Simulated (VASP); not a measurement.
# Os: single point with LDA

Crystal: Os.

```
CELL_PARAMETERS angstrom
0.00000 2.73633 2.73633
2.73633 0.00000 2.73633
2.73633 2.73633 0.00000
ATOMIC_POSITIONS crystal
Os 0.12500 0.12500 0.12500
Os 0.87500 0.87500 0.87500
```

This isn't the form of Os at room conditions, which is hcp.

```yaml
Program: VASP 6.6.1
Task: single point
Functional: LDA
Potentials_or_basis: VASP PAW LDA potentials, release 64 (Os_sv_GW)
Cutoff: 560 eV
k_mesh: 11 × 11 × 11
Occupations: fermi-dirac, width 0.1 eV
Spin: no spin polarisation
Dipole_correction: no
Further_INCAR_settings: ALGO = Normal; EDIFF = 1e-06; NBANDS = 23
```

* Pressure: 0.3 GPa
* Band gap on the k mesh: zero (bands 16 and 17 overlap by 1.07 eV)

Levels at points of the mesh, in eV from the Fermi level:
```csv
k point,band 12,band 13,band 14,band 15,band 16,band 17,band 18,band 19,band 20,band 21
"(0.00, 0.00, 0.00)",-3.68,-3.68,-3.68,-0.58,-0.58,-0.58,2.73,2.73,11.26,11.40
```

Wall time 44 s on 1 thread of Intel(R) Xeon(R) Platinum 8488C (Sapphire Rapids) (shared host), peak memory 0.18 GiB.

Caveat: spin-orbit coupling is left out, which moves the levels of the heavy elements.
